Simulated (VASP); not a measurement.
# SiC (pbe) (R3m) in VASP: a series of runs

The runs below take SiC (pbe) through single point, relaxation of the atoms, with PBE.

Program: VASP 6.6.1. These are calculated values, not measurements. Logs are shortened: lines on timing, memory, paths and dates and some standing lists are left out, and cuts for length are marked.

## Step 1: The cell of the first run

The structure is trigonal, space group R3m (No. 160). The conventional cell has a = 3.050 Å, b = 3.050 Å, c = 7.610 Å, α = 90.00°, β = 90.00°, γ = 120.00°. Within 2.5 Å of Si (site symmetry 3m) lie 4 C at 1.88 to 1.89 Å. Within 2.5 Å of C (site symmetry 3m) lie 4 Si at 1.88 to 1.89 Å.

## Step 2: Single point, PBE (strained cell)

Contents of INCAR:

```
ALGO = Normal
EDIFF = 1E-6
ENCUT = 600
GGA = PE
GGA_COMPAT = False
ISIF = 2
ISMEAR = 0
LASPH = True
LCHARG = False
LREAL = False
LWAVE = False
NBANDS = 11
NELM = 120
PREC = Accurate
SIGMA = 0.02
```

Contents of KPOINTS:

```
k-points
0
Gamma
  9 9 9
```

Contents of POSCAR:

```
SiC
1.0
    0.0264439039      2.1834680565      2.1834680565
    2.1834680565      0.0264439039      2.1834680565
    2.1834680565      2.1834680565      0.0264439039
Si C
1 1
Direct
    0.0006169995      0.0006169995      0.0006169995
    0.2493830005      0.2493830005      0.2493830005
```

Potentials or basis: VASP PAW PBE potentials, release 64 (Si, C).

The run is started by

```bash
cat potpaw_PBE.64/Si/POTCAR potpaw_PBE.64/C/POTCAR > POTCAR
mpirun -np 1 vasp_std > vasp.out
```

OUTCAR:

```text
EDIFF = 1E-6
   ENCUT = 600
   GGA = PE
   ISIF = 2
   ISMEAR = 0
   LASPH = True
   LREAL = False
   NELM = 120
   PREC = Accurate

 ion  position               nearest neighbor table
   1  0.001  0.001  0.001-   2 1.88   2 1.88   2 1.88   2 1.89
   2  0.249  0.249  0.249-   1 1.88   1 1.88   1 1.88   1 1.89

  LATTYP: Found a trigonal (rhomboedric) cell.
 ALAT       =     3.0880033659
 COS(alpha) =     0.5120734101

  Lattice vectors:

 A1 = (   0.0264439039,   2.1834680565,   2.1834680565)
 A2 = (   2.1834680565,   0.0264439039,   2.1834680565)
 A3 = (   2.1834680565,   2.1834680565,   0.0264439039)

Analysis of symmetry for initial positions (statically):
=====================================================================
 Subroutine PRICEL returns:
 Original cell was already a primitive cell.

 Routine SETGRP: Setting up the symmetry group for a
 trigonal (rhombohedral) supercell.

 Subroutine GETGRP returns: Found  6 space group operations
 (whereof  6 operations were pure point group operations)
 out of a pool of 12 trial point group operations.

The static configuration has the point symmetry C_3v.

Analysis of symmetry for dynamics (positions and initial velocities):
=====================================================================
 Subroutine PRICEL returns:
 Original cell was already a primitive cell.

 Routine SETGRP: Setting up the symmetry group for a
 trigonal (rhombohedral) supercell.

 Subroutine GETGRP returns: Found  6 space group operations
 (whereof  6 operations were pure point group operations)
 out of a pool of 12 trial point group operations.

The dynamic configuration has the point symmetry C_3v.

 Subroutine INISYM returns: Found  6 space group operations
 (whereof  6 operations are pure point group operations),
 and found     1 'primitive' translations

----------------------------------------------------------------------------------------

                                     Primitive cell

  volume of cell :      20.4413

  direct lattice vectors                    reciprocal lattice vectors
     0.026443904  2.183468057  2.183468057    -0.233196052  0.230405618  0.230405618
     2.183468057  0.026443904  2.183468057     0.230405618 -0.233196052  0.230405618
     2.183468057  2.183468057  0.026443904     0.230405618  0.230405618 -0.233196052

  length of vectors
     3.088003366  3.088003366  3.088003366     0.400691772  0.400691772  0.400691772

  position of ions in fractional coordinates (direct lattice)
     0.000616999  0.000616999  0.000616999
     0.249383001  0.249383001  0.249383001

  ion indices of the primitive-cell ions
   primitive index   ion index
                 1           1
                 2           2

----------------------------------------------------------------------------------------

 KPOINTS: k-points

Automatic generation of k-mesh.
 Grid dimensions read from file:
 generate k-points for:    9    9    9

 Generating k-lattice:

  Cartesian coordinates                     Fractional coordinates (reciprocal lattice)
    -0.025910672  0.025600624  0.025600624     0.111111111  0.000000000 -0.000000000
     0.025600624 -0.025910672  0.025600624     0.000000000  0.111111111 -0.000000000
     0.025600624  0.025600624 -0.025910672     0.000000000  0.000000000  0.111111111

  Length of vectors
     0.044521308  0.044521308  0.044521308

  Shift w.r.t. Gamma in fractional coordinates (k-lattice)
     0.000000000  0.000000000  0.000000000

 Subroutine IBZKPT returns following result:
 ===========================================

 Found     85 irreducible k-points:

 Following reciprocal coordinates:
            Coordinates               Weight
  0.000000  0.000000  0.000000      1.000000
  0.111111 -0.000000 -0.000000      6.000000
  0.222222  0.000000  0.000000      6.000000
  0.333333  0.000000 -0.000000      6.000000
  0.444444  0.000000  0.000000      6.000000
  0.111111  0.111111 -0.000000      6.000000
[... 16 lines left out ...]
 -0.333333  0.333333  0.000000      6.000000
  0.444444  0.444444  0.000000      6.000000
 [... further k-points ...]
   k-points           NKPTS =     85   k-points in BZ     NKDIM =     85   number of bands    NBANDS=     11
   number of dos      NEDOS =    301   number of ions     NIONS =      2
   total plane-waves  NPLWV =  21952
   dimension x,y,z NGX =    28 NGY =   28 NGZ =   28
   dimension x,y,z NGXF=    56 NGYF=   56 NGZF=   56
   ions per type =               1   1
   NGX,Y,Z   is equivalent  to a cutoff of  15.07, 15.07, 15.07 a.u.
   NGXF,Y,Z  is equivalent  to a cutoff of  30.15, 30.15, 30.15 a.u.
 SYSTEM =  unknown system
   PREC   = accura    normal or accurate (medium, high low for compatibility)
   ISTART =      0    job   : 0-new  1-cont  2-samecut
   ICHARG =      2    charge: 1-file 2-atom 10-const
   ISPIN  =      1    spin polarized calculation?
   LNONCOLLINEAR =      F non collinear calculations
   LSORBIT =      F    spin-orbit coupling
   LASPH  =      T    aspherical Exc in radial PAW
   ENCUT  =  600.0 eV  44.10 Ry    6.64 a.u.   6.17  6.17  6.17*2*pi/ulx,y,z
   NELM   =    120;   NELMIN=  2; NELMDL= -5     # of ELM steps
   EDIFF  = 0.1E-05   stopping-criterion for ELM
   LREAL  =      F    real-space projection
   EDIFFG = 0.1E-04   stopping-criterion for IOM
   NSW    =      0    number of steps for IOM
   IBRION =     -1    ionic relax: 0-MD 1-quasi-New 2-CG
   NFREE  =      0    steps in history (QN), initial steepest desc. (CG)
   ISIF   =      2    stress and relaxation
   ISYM   =      2    0-nonsym 1-usesym 2-fastsym
   POTIM  = 0.5000    time-step for ionic-motion
   TEBEG  =    0.0;   TEEND  =   0.0 temperature during run
   PSTRESS=    0.0 pullay stress
   NELECT =       8.0000    total number of electrons
   NUPDOWN=      -1.0000    fix difference up-down
   EMIN   =  10.00;   EMAX   =-10.00  energy-range for DOS
   EFERMI =   0.00;   METHOD = LEGACY
   ISMEAR =     0;   SIGMA  =   0.02  broadening in eV -4-tet -1-fermi 0-gaus
   EFERMI_NEDOS =   21; number of points for ismear=-14 and -15
   IALGO  =     38    algorithm
   IMIX   =      4    mixing-type and parameters
     AMIX     =   0.40;   BMIX     =  1.00
     AMIX_MAG =   1.60;   BMIX_MAG =  1.00
  volume/ion in A,a.u.               =      10.22        68.97
  Fermi-wavevector in a.u.,A,eV,Ry     =   1.197481  2.262911 19.510214  1.433960
  Thomas-Fermi vector in A             =   2.333395
   LORBIT       =      0    0 simple, 1 ext, 2 COOP (PROOUT), +10 PAW based schemes
   GGA     = PE    functional components
   LHFCALC =     F    Hartree Fock is set to
   AEXX    =    0.0000 exact exchange contribution
   IVDW    =     0    specifies the selected vdW correction
   LEPSILON=     F    determine dielectric tensor
   LRPA    =     F    only Hartree local field effects (RPA)
 non-spin polarized calculation
 Gauss-broadening in eV      SIGMA  =   0.02
  energy-cutoff  :      600.00
  volume of cell :       20.44
 maximum number of plane-waves:       694
 NGX is ok and might be reduce to    28
   NGX = 13   NGY = 13   NGZ = 13

 number of electron       8.0000000 magnetization

 Free energy of the ion-electron system (eV)
  ---------------------------------------------------
  ext. energy  EPLUGINS =         0.00000000
  ---------------------------------------------------
  free energy    TOTEN  =       -15.04447845 eV

  energy without entropy =      -15.04447845  energy(sigma->0) =      -15.04447845

 E-fermi :   8.5134     XC(G=0): -11.4097

 val. band max:        8.3085731382   @ k =   0.0000   0.0000   0.0000
 cond. band min:       9.7292731311   @ k =   0.4444   0.4444   0.0000
 fundamental gap:      1.4206999928
 Fermi energy:         8.5134381600

 k-point     1 :       0.0000    0.0000    0.0000
  band No.  band energies     occupation
      1      -7.2555      2.00000
      2       8.1176      2.00000
      3       8.3086      2.00000
      4       8.3086      2.00000
      5      14.4933      0.00000
      6      15.5076      0.00000
      7      15.7698      0.00000
      8      15.7698      0.00000
      9      22.8242      0.00000
     10      22.8242      0.00000
     11      24.9114      0.00000

 k-point     2 :       0.1111   -0.0000   -0.0000
  band No.  band energies     occupation
      1      -7.0099      2.00000
      2       7.0809      2.00000
      3       7.9796      2.00000
      4       8.1370      2.00000
      5      14.6920      0.00000
      6      15.7913      0.00000
      7      16.0579      0.00000
      8      16.1905      0.00000
      9      21.6589      0.00000
     10      21.7760      0.00000
     11      24.5226      0.00000

 k-point     3 :       0.2222    0.0000    0.0000
  band No.  band energies     occupation
      1      -6.2866      2.00000
      2       4.6411      2.00000
      3       7.6295      2.00000
      4       7.7647      2.00000
      5      14.3607      0.00000
      6      16.0980      0.00000
      7      16.3444      0.00000
      8      17.4935      0.00000
      9      21.0780      0.00000
     10      21.3738      0.00000
     11      23.5849      0.00000

 k-point     4 :       0.3333    0.0000   -0.0000
  band No.  band energies     occupation
      1      -5.1471      2.00000
      2       2.0791      2.00000
      3       7.3083      2.00000
      4       7.4172      2.00000
      5      13.9460      0.00000
      6      15.8122      0.00000
      7      15.9999      0.00000
      8      18.2628      0.00000
      9      22.3767      0.00000
     10      22.8286      0.00000
     11      23.6550      0.00000

 k-point     5 :       0.4444    0.0000    0.0000
  band No.  band energies     occupation
      1      -3.8800      2.00000
      2       0.0429      2.00000
      3       7.1296      2.00000
      4       7.2215      2.00000
      5      13.7215      0.00000
      6      15.4328      0.00000
      7      15.6153      0.00000
      8      18.3499      0.00000
      9      24.3291      0.00000
     10      24.8364      0.00000
     11      25.2161      0.00000
[... 211 lines left out ...]
 k-point    21 :       0.4444    0.3333    0.0000
  band No.  band energies     occupation
      1      -3.4257      2.00000
      2       1.9397      2.00000
      3       4.6942      2.00000
      4       5.3127      2.00000
      5      10.7155      0.00000
      6      13.8266      0.00000
      7      20.5359      0.00000
      8      20.8567      0.00000
      9      22.6003      0.00000
     10      26.9345      0.00000
     11      30.0169      0.00000

 k-point    22 :      -0.4444    0.3333    0.0000
  band No.  band energies     occupation
      1      -2.4214      2.00000
      2       1.0331      2.00000
      3       3.2014      2.00000
      4       5.4764      2.00000
      5      11.1625      0.00000
      6      15.6846      0.00000
      7      20.0927      0.00000
      8      20.4478      0.00000
      9      22.1291      0.00000
     10      25.1934      0.00000
     11      30.1193      0.00000

 k-point    23 :      -0.3333    0.3333    0.0000
  band No.  band energies     occupation
      1      -2.5182      2.00000
      2       1.1901      2.00000
      3       2.5676      2.00000
      4       5.9750      2.00000
      5      11.9807      0.00000
      6      17.5433      0.00000
      7      19.0440      0.00000
      8      19.9418      0.00000
      9      21.3477      0.00000
     10      22.7872      0.00000
     11      30.2548      0.00000

 k-point    24 :       0.4444    0.4444    0.0000
  band No.  band energies     occupation
      1      -2.6507      2.00000
      2       0.9428      2.00000
      3       4.9957      2.00000
      4       5.2119      2.00000
      5       9.7293      0.00000
      6      12.7167      0.00000
      7      22.1082      0.00000
      8      22.1349      0.00000
      9      23.0179      0.00000
     10      28.0301      0.00000
     11      30.6449      0.00000

 [... further k-points ...]

------------------------ aborting loop because EDIFF is reached ----------------------------------------

  FORCE on cell =-STRESS in cart. coord.  units (eV):
  Direction    XX          YY          ZZ          XY          YZ          ZX
  --------------------------------------------------------------------------------------
  -------------------------------------------------------------------------------------
  Total        0.7548626      0.7548626      0.7548626     -0.3921133     -0.3921133     -0.3921133
  in kB       59.1656590     59.1656590     59.1656590    -30.7335957    -30.7335957    -30.7335957
  external PRESSURE =      59.1656590 kB  Pullay stress =       0.0000000 kB

 VOLUME and BASIS-vectors are now :
 -----------------------------------------------------------------------------
  energy-cutoff  :      600.00
  volume of cell :       20.44
      direct lattice vectors                 reciprocal lattice vectors
     0.026443904  2.183468057  2.183468057    -0.233196052  0.230405618  0.230405618
     2.183468057  0.026443904  2.183468057     0.230405618 -0.233196052  0.230405618
     2.183468057  2.183468057  0.026443904     0.230405618  0.230405618 -0.233196052

 POSITION                                       TOTAL-FORCE (eV/Angst)
 -----------------------------------------------------------------------------------
      0.00271      0.00271      0.00271        -0.001843     -0.001843     -0.001843
      1.09563      1.09563      1.09563         0.001843      0.001843      0.001843
 -----------------------------------------------------------------------------------
    total drift:                                0.000011      0.000011      0.000011

  FREE ENERGIE OF THE ION-ELECTRON SYSTEM (eV)
  ---------------------------------------------------
  free  energy   TOTEN  =       -15.0444784523 eV

  energy  without entropy=      -15.0444784523  energy(sigma->0) =      -15.04447845
```

It took 18 s on 1 thread of Intel Xeon Platinum 8488C (Sapphire Rapids), shared host; peak memory 0.16 GiB.

What came out:

```
Free energy            : -15.0445 eV
Pressure               : 5.9 GPa
Largest force          : 0.003 eV/Å
Band gap on the k mesh : 1.42 eV, indirect (least direct gap 4.52 eV)
```

Forces on the atoms (eV/Å):
```
Si  -0.002 -0.002 -0.002
C    0.002  0.002  0.002
```

Stress tensor (GPa, compression positive):
```
 5.92 -3.07 -3.07
-3.07  5.92 -3.07
-3.07 -3.07  5.92
```

Caveat: the cell differs from its parent crystal (strained cell).

## Step 3: Single point, PBE

Contents of INCAR:

```
SYSTEM = SiC
PREC     = Accurate       ! precision mode
ENCUT    = 600            ! plane-wave cutoff, eV
EDIFF    = 1E-6           ! SCF threshold, eV
ISMEAR   = 0              ! smearing method
SIGMA    = 0.01           ! smearing width, eV
LREAL    = .FALSE.        ! projectors in reciprocal space
LASPH    = .TRUE.         ! aspherical terms in the spheres
NELM     = 120            ! most SCF steps
ALGO     = Normal         ! electronic algorithm
ISIF     = 2              ! what is computed and relaxed
LWAVE    = .FALSE.        ! write WAVECAR
LCHARG   = .FALSE.        ! write CHGCAR
GGA      = PE             ! functional
NBANDS   = 11             ! bands
GGA_COMPAT= .FALSE.
```

Contents of KPOINTS:

```
regular mesh
0
G
  9 9 9
  0 0 0
```

POSCAR is that of step 2.

Potentials or basis: VASP PAW PBE potentials, release 64 (Si, C).

The run is started by

```bash
cat potpaw_PBE.64/Si/POTCAR potpaw_PBE.64/C/POTCAR > POTCAR
mpirun -np 1 vasp_std > vasp.out
```

It took 18 s on 1 thread of Intel Xeon Platinum 8488C (Sapphire Rapids), shared host; peak memory 0.16 GiB.

Results (log left out):

```yaml
Free_energy: -15.0445 eV
Pressure: 5.9 GPa
Largest_force: 0.003 eV/Å
Band_gap_on_the_k_mesh: 1.42 eV, indirect (least direct gap 4.52 eV)
```

Forces in eV/Å, atoms in the order of the input:
```
Si  -0.002 -0.002 -0.002
C    0.002  0.002  0.002
```

Stress tensor (GPa, compression positive):
```
 5.92 -3.07 -3.07
-3.07  5.92 -3.07
-3.07 -3.07  5.92
```

Levels at points of the mesh, in eV from the valence-band top:
| k point | band 2 | band 3 | band 4 | band 5 | band 6 | band 7 |
| --- | --- | --- | --- | --- | --- | --- |
| (0.00, 0.00, 0.00) | -0.19 | 0.00 | 0.00 | 6.18 | 7.20 | 7.46 |

[end of part 1 of 2]
